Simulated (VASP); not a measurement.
**HfO2: single point with PBE**

The system is HfO2.

```xyz
6
Lattice="4.9217 0.0000 0.0000 0.0000 4.9217 0.0000 0.0000 0.0000 3.2648" Properties=species:S:1:pos:R:3 pbc="T T T"
Hf    0.0000    0.0000    0.0000
Hf    2.4609    2.4609    1.6324
O     0.9588    3.9629    1.6324
O     1.5020    1.5020    0.0000
O     3.4197    3.4197    0.0000
O     3.9629    0.9588    1.6324
```

- Program: VASP 6.6.1
- Task: single point
- Functional: PBE
- Potentials or basis: VASP PAW PBE potentials, release 64 (Hf_pv, O)
- Cutoff: 520 eV
- k mesh: 6 × 6 × 8
- Occupations: gaussian, width 0.05 eV
- Spin: no spin polarisation

| Property | Result |
| --- | --- |
| Pressure | -7.7 GPa |
| Largest force | 0.131 eV/Å |
| Band gap on the k mesh | 3.75 eV, direct |

Forces on the atoms (eV/Å):
```
Hf   0.000  0.000  0.000
Hf   0.000  0.000  0.000
O   -0.092  0.092  0.000
O    0.092  0.092  0.000
O   -0.092 -0.092  0.000
O    0.092 -0.092  0.000
```

Stress tensor (GPa, compression positive):
```
-7.01  0.00  0.00
 0.00 -7.01  0.00
 0.00  0.00 -9.14
```

Levels at points of the mesh, in eV from the valence-band top:
| k point | band 19 | band 20 | band 21 | band 22 | band 23 | band 24 | band 25 | band 26 |
| --- | --- | --- | --- | --- | --- | --- | --- | --- |
| (0.00, 0.00, 0.00) | -0.76 | -0.50 | -0.50 | 0.00 | 3.75 | 3.95 | 4.94 | 5.28 |
| (0.50, 0.00, 0.00) | -1.43 | -1.43 | -0.62 | -0.62 | 4.36 | 4.36 | 5.83 | 5.83 |
| (0.50, 0.50, 0.00) | -1.15 | -1.15 | -0.88 | -0.88 | 3.98 | 3.98 | 5.34 | 5.34 |
| (0.00, 0.00, 0.50) | -1.92 | -1.92 | -0.98 | -0.98 | 5.27 | 5.27 | 5.72 | 5.72 |
| (0.50, 0.00, 0.50) | -1.70 | -1.70 | -0.87 | -0.87 | 4.00 | 4.00 | 5.97 | 5.97 |
| (0.50, 0.50, 0.50) | -1.01 | -1.01 | -0.53 | -0.53 | 4.86 | 4.86 | 5.52 | 5.52 |

It took 100 s on 1 thread of AMD EPYC 9R45 (Zen 5) (shared host), peak memory 0.21 GiB.

Caveat: spin-orbit coupling is left out, which moves the levels of the heavy elements. A k mesh can miss the band edges.
